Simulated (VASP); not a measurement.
# RbCdN3O6 in VASP: single point with PBE

Aim: the single point of RbCdN3O6 with PBE.

All numbers are computed with VASP 6.6.1; they aren't measurements. Logs are shortened: lines on timing, memory, paths and dates and some standing lists are left out, and cuts for length are marked.

### 1 The cell of the first run

The cell holds a disordered packing, 11 atoms: a = 5.633 Å, b = 5.513 Å, c = 5.739 Å, α = 93.49°, β = 87.09°, γ = 89.23°.

### 2 Single point, PBE

The input, INCAR:

```
PREC = Accurate
ENCUT = 520
EDIFF = 1E-6
ISMEAR = -1
SIGMA = 0.1
LREAL = False
LASPH = True
NELM = 120
ALGO = Normal
ISIF = 2
LWAVE = False
LCHARG = True
GGA = PE
LELF = True
LVHAR = True
NBANDS = 51
GGA_COMPAT = False
```

The input, KPOINTS:

```
regular mesh
0
Gamma
  3 3 3
```

The input, POSCAR:

```
RbCdN3O6
1.0
    5.6135740000     -0.0379950000      0.4671900000
    0.0969270000      5.5088160000      0.1803260000
   -0.1866000000     -0.5329310000      5.7113950000
Cd N O Rb
1 3 6 1
Direct
    0.2688758301      0.1606213943      0.4463875616
    1.0264422307      0.7710777268      0.3013272750
    0.6781952381      0.2751287340      0.2032130684
    0.1338026905      0.8002782643      0.1681772566
    0.5835202898      0.4304256558      0.3214372704
    0.8257523487      0.1067087326      0.3865534429
    0.9185463810      0.2089785358      0.0438089211
    0.1459681658      0.5369153228      0.1511934195
    0.9014518297      0.1540625814      0.6751788715
    0.2428875726      0.5024385132      0.7220161848
    0.7205355797      0.6860974017      0.8894220733
```

Potentials or basis: VASP PAW PBE potentials, release 64 (Cd_sv_GW, N, O, Rb_sv).

Launch:

```console
$ cat potpaw_PBE.64/Cd_sv_GW/POTCAR potpaw_PBE.64/N/POTCAR potpaw_PBE.64/O/POTCAR potpaw_PBE.64/Rb_sv/POTCAR > POTCAR
$ mpirun -np 1 vasp_std > vasp.out
```

OUTCAR:

```text
PREC = Accurate
   ENCUT = 520
   EDIFF = 1E-6
   ISMEAR = -1
   LREAL = False
   LASPH = True
   NELM = 120
   ISIF = 2
   GGA = PE

 ion  position               nearest neighbor table
   1  0.269  0.161  0.446-
   2  0.026  0.771  0.301-   4 0.97   8 1.63  11 3.01  11 3.77
   3  0.678  0.275  0.203-   5 1.17   7 1.62   6 1.69  11 2.98  11 3.61
   4  0.134  0.800  0.168-   2 0.97   8 1.45  11 2.94  11 3.63
   5  0.584  0.430  0.321-   3 1.17  11 3.00  11 3.60
   6  0.826  0.107  0.387-   3 1.69   9 1.74  11 3.64  11 3.84
   7  0.919  0.209  0.044-   3 1.62  11 3.04  11 3.20
   8  0.146  0.537  0.151-   4 1.45   2 1.63  11 3.02  11 3.62
   9  0.901  0.154  0.675-   6 1.74  11 3.09  11 3.24
  10  0.243  0.502  0.722-  11 3.07  11 3.18
  11  0.721  0.686  0.889-   4 2.94   3 2.98   5 3.00   2 3.01   8 3.02   7 3.04  10 3.07   9 3.09
                            10 3.18   7 3.20   9 3.24   5 3.60   3 3.61   8 3.62   4 3.63   6 3.64

  LATTYP: Found a triclinic cell.
 ALAT       =     5.5126187998
 B/A-ratio  =     1.4393648192
 C/A-ratio  =     1.0411094107
 COS(alpha) =     0.0062129197
 COS(beta)  =     0.0608122472
 COS(gamma) =     0.7043311029

  Lattice vectors:

 A1 = (   0.0969270000,   5.5088160000,   0.1803260000)
 A2 = (   5.7105010000,   5.4708210000,   0.6475160000)
 A3 = (   0.1866000000,   0.5329310000,  -5.7113950000)

Analysis of symmetry for initial positions (statically):
=====================================================================
 Subroutine PRICEL returns:
 Original cell was already a primitive cell.

 Routine SETGRP: Setting up the symmetry group for a
 triclinic supercell.

 Subroutine GETGRP returns: Found  1 space group operations
 (whereof  1 operations were pure point group operations)
 out of a pool of  2 trial point group operations.

The static configuration has the point symmetry C_1 .

Analysis of symmetry for dynamics (positions and initial velocities):
=====================================================================
 Subroutine PRICEL returns:
 Original cell was already a primitive cell.

 Routine SETGRP: Setting up the symmetry group for a
 triclinic supercell.

 Subroutine GETGRP returns: Found  1 space group operations
 (whereof  1 operations were pure point group operations)
 out of a pool of  2 trial point group operations.

The dynamic configuration has the point symmetry C_1 .

 Subroutine INISYM returns: Found  1 space group operations
 (whereof  1 operations are pure point group operations),
 and found     1 'primitive' translations

----------------------------------------------------------------------------------------

                                     Primitive cell

  volume of cell :     177.6379

  direct lattice vectors                    reciprocal lattice vectors
     5.613574000 -0.037995000  0.467190000     0.177659855 -0.003305810  0.005495953
     0.096927000  5.508816000  0.180326000    -0.000180004  0.180977788  0.016881180
    -0.186600000 -0.532931000  5.711395000    -0.014526827 -0.005443602  0.174106016

  length of vectors
     5.633109547  5.512618800  5.739239310     0.177775583  0.181763490  0.174795785

  position of ions in fractional coordinates (direct lattice)
     0.268875830  0.160621394  0.446387562
     0.026442231  0.771077727  0.301327275
     0.678195238  0.275128734  0.203213068
     0.133802690  0.800278264  0.168177257
     0.583520290  0.430425656  0.321437270
     0.825752349  0.106708733  0.386553443
     0.918546381  0.208978536  0.043808921
     0.145968166  0.536915323  0.151193419
     0.901451830  0.154062581  0.675178872
     0.242887573  0.502438513  0.722016185
     0.720535580  0.686097402  0.889422073

  ion indices of the primitive-cell ions
   primitive index   ion index
                 1           1
                 2           2
                 3           3
                 4           4
                 5           5
                 6           6
                 7           7
                 8           8
                 9           9
                10          10
                11          11

----------------------------------------------------------------------------------------

 KPOINTS: regular mesh

Automatic generation of k-mesh.
 Grid dimensions read from file:
 generate k-points for:    3    3    3

 Generating k-lattice:

  Cartesian coordinates                     Fractional coordinates (reciprocal lattice)
     0.059219952 -0.001101937  0.001831984     0.333333333  0.000000000 -0.000000000
    -0.000060001  0.060325929  0.005627060     0.000000000  0.333333333  0.000000000
    -0.004842276 -0.001814534  0.058035339    -0.000000000  0.000000000  0.333333333

  Length of vectors
     0.059258528  0.060587830  0.058265262

  Shift w.r.t. Gamma in fractional coordinates (k-lattice)
     0.000000000  0.000000000  0.000000000

 Subroutine IBZKPT returns following result:
 ===========================================

 Found     14 irreducible k-points:

 Following reciprocal coordinates:
            Coordinates               Weight
  0.000000  0.000000  0.000000      1.000000
  0.333333  0.000000  0.000000      2.000000
  0.000000  0.333333  0.000000      2.000000
  0.333333  0.333333  0.000000      2.000000
 -0.333333  0.333333  0.000000      2.000000
 -0.000000  0.000000  0.333333      2.000000
  0.333333 -0.000000  0.333333      2.000000
 -0.333333 -0.000000  0.333333      2.000000
  0.000000  0.333333  0.333333      2.000000
  0.333333  0.333333  0.333333      2.000000
 -0.333333  0.333333  0.333333      2.000000
 -0.000000 -0.333333  0.333333      2.000000
  0.333333 -0.333333  0.333333      2.000000
 -0.333333 -0.333333  0.333333      2.000000
   k-points           NKPTS =     14   k-points in BZ     NKDIM =     14   number of bands    NBANDS=     51
   number of dos      NEDOS =    301   number of ions     NIONS =     11
   total plane-waves  NPLWV =  84672
   dimension x,y,z NGX =    42 NGY =   42 NGZ =   48
   dimension x,y,z NGXF=    84 NGYF=   84 NGZF=   96
   ions per type =               1   3   6   1
   NGX,Y,Z   is equivalent  to a cutoff of  12.40, 12.67, 13.90 a.u.
   NGXF,Y,Z  is equivalent  to a cutoff of  24.79, 25.33, 27.81 a.u.
 SYSTEM =  unknown system
   PREC   = accura    normal or accurate (medium, high low for compatibility)
   ISTART =      0    job   : 0-new  1-cont  2-samecut
   ICHARG =      2    charge: 1-file 2-atom 10-const
   ISPIN  =      1    spin polarized calculation?
   LNONCOLLINEAR =      F non collinear calculations
   LSORBIT =      F    spin-orbit coupling
   LASPH  =      T    aspherical Exc in radial PAW
   ENCUT  =  520.0 eV  38.22 Ry    6.18 a.u.  10.47 10.25 10.67*2*pi/ulx,y,z
   NELM   =    120;   NELMIN=  2; NELMDL= -5     # of ELM steps
   EDIFF  = 0.1E-05   stopping-criterion for ELM
   LREAL  =      F    real-space projection
[... 7 lines left out ...]
   TEBEG  =    0.0;   TEEND  =   0.0 temperature during run
   PSTRESS=    0.0 pullay stress
   NELECT =      80.0000    total number of electrons
   NUPDOWN=      -1.0000    fix difference up-down
   EMIN   =  10.00;   EMAX   =-10.00  energy-range for DOS
   EFERMI =   0.00;   METHOD = LEGACY
   ISMEAR =    -1;   SIGMA  =   0.10  broadening in eV -4-tet -1-fermi 0-gaus
   EFERMI_NEDOS =   21; number of points for ismear=-14 and -15
   IALGO  =     38    algorithm
   IMIX   =      4    mixing-type and parameters
     AMIX     =   0.40;   BMIX     =  1.00
     AMIX_MAG =   1.60;   BMIX_MAG =  1.00
  volume/ion in A,a.u.               =      16.15       108.98
  Fermi-wavevector in a.u.,A,eV,Ry     =   1.254853  2.371329 21.424505  1.574657
  Thomas-Fermi vector in A             =   2.388638
   LORBIT       =      0    0 simple, 1 ext, 2 COOP (PROOUT), +10 PAW based schemes
   GGA     = PE    functional components
   LHFCALC =     F    Hartree Fock is set to
   AEXX    =    0.0000 exact exchange contribution
   IVDW    =     0    specifies the selected vdW correction
   LEPSILON=     F    determine dielectric tensor
   LRPA    =     F    only Hartree local field effects (RPA)
 non-spin polarized calculation
  energy-cutoff  :      520.00
  volume of cell :      177.64
 maximum number of plane-waves:      4799
 NGX is ok and might be reduce to    42
   NGX = 21   NGY = 21   NGZ = 21

 number of electron      79.9999988 magnetization

 Free energy of the ion-electron system (eV)
  ---------------------------------------------------
  ext. energy  EPLUGINS =         0.00000000
  ---------------------------------------------------
  free energy    TOTEN  =       -45.25057171 eV

  energy without entropy =      -44.96686408  energy(sigma->0) =      -45.10871790

 E-fermi :   0.4778     XC(G=0):  -8.5675

 val. band max:        0.4731295723   @ k =  -0.3333   0.3333   0.0000
 cond. band min:       0.4868685256   @ k =   0.3333   0.3333   0.0000
 fundamental gap:      0.0137389533
 Fermi energy:         0.4777978453

 k-point     1 :       0.0000    0.0000    0.0000
  band No.  band energies     occupation
      1    -101.7143      2.00000
      2     -62.8458      2.00000
      3     -62.7741      2.00000
      4     -62.7556      2.00000
      5     -28.2517      2.00000
      6     -25.8138      2.00000
[... 43 lines left out ...]
     50       7.5594      0.00000
     51       7.7922      0.00000

 k-point     2 :       0.3333    0.0000    0.0000
  band No.  band energies     occupation
      1    -101.7143      2.00000
      2     -62.8458      2.00000
      3     -62.7740      2.00000
      4     -62.7555      2.00000
      5     -28.2511      2.00000
      6     -25.8136      2.00000
[... 640 lines left out ...]
 k-point    14 :      -0.3333   -0.3333    0.3333
  band No.  band energies     occupation
      1    -101.7143      2.00000
      2     -62.8459      2.00000
      3     -62.7740      2.00000
      4     -62.7556      2.00000
      5     -28.2501      2.00000
      6     -25.8102      2.00000
[... 43 lines left out ...]
     50       7.3160      0.00000
     51       7.6281      0.00000

------------------------ aborting loop because EDIFF is reached ----------------------------------------

  FORCE on cell =-STRESS in cart. coord.  units (eV):
  Direction    XX          YY          ZZ          XY          YZ          ZX
  --------------------------------------------------------------------------------------
  -------------------------------------------------------------------------------------
  Total       19.1548207     14.9001690     23.4270804      5.3159100     -5.2116672    -21.8823769
  in kB      172.7639068    134.3897416    211.2968838     47.9460178    -47.0058164   -197.3646725
  external PRESSURE =     172.8168441 kB  Pullay stress =       0.0000000 kB

 VOLUME and BASIS-vectors are now :
 -----------------------------------------------------------------------------
  energy-cutoff  :      520.00
  volume of cell :      177.64
      direct lattice vectors                 reciprocal lattice vectors
     5.613574000 -0.037995000  0.467190000     0.177659855 -0.003305810  0.005495953
     0.096927000  5.508816000  0.180326000    -0.000180004  0.180977788  0.016881180
    -0.186600000 -0.532931000  5.711395000    -0.014526827 -0.005443602  0.174106016

 POSITION                                       TOTAL-FORCE (eV/Angst)
 -----------------------------------------------------------------------------------
      1.44163      0.63672      2.70408        -1.237611      1.951217      1.893381
      0.16695      4.08613      1.87240       -30.589432     -9.761942     34.751650
      3.79585      1.38157      1.52709         2.021364     -6.210229     -1.375784
      0.79730      4.31388      1.16735        30.309124     12.819234    -32.509911
      3.25737      2.17766      2.18609        -0.798393      5.440798      1.233600
      4.57363      0.35046      2.61278         0.187430     -0.914132      1.729706
      5.16841      1.09298      0.71703        -0.856756      1.298165      0.021362
      0.84323      2.87165      1.02854         1.067211     -4.090550     -1.873247
      4.94931      0.45463      4.30514        -0.498527      0.429167     -1.847197
      1.27744      2.37383      4.32780         0.467762     -0.992101     -1.058863
      3.94532      3.27821      5.54019        -0.072172      0.030374     -0.964697
 -----------------------------------------------------------------------------------
    total drift:                                0.001803     -0.000433     -0.000790

  FREE ENERGIE OF THE ION-ELECTRON SYSTEM (eV)
  ---------------------------------------------------
  free  energy   TOTEN  =       -45.2505717134 eV

  energy  without entropy=      -44.9668640833  energy(sigma->0) =      -45.10871790
```

It took 1.8 min on 1 thread of AMD EPYC 9R45 (Zen 5), shared host; peak memory 0.33 GiB.

Results:

* Free energy: -45.2506 eV
* Pressure: 17.3 GPa
* Largest force: 47.315 eV/Å
* Band gap on the k mesh: 0.04 eV (least direct gap 0.10 eV)

Forces on the atoms (eV/Å):
```
Cd   -1.238   1.951   1.893
N   -30.589  -9.762  34.752
N     2.021  -6.210  -1.376
N    30.309  12.819 -32.510
O    -0.798   5.441   1.234
O     0.187  -0.914   1.730
O    -0.857   1.298   0.021
O     1.067  -4.091  -1.873
O    -0.499   0.429  -1.847
O     0.468  -0.992  -1.059
Rb   -0.072   0.030  -0.965
```

Caveat: the standard files for N, O and F lose accuracy on very short bonds; atoms lie so close that the PAW spheres overlap strongly, which falsifies energies and pressures.

The gap in the log of VASP goes by the Fermi energy; the results here count the filled bands.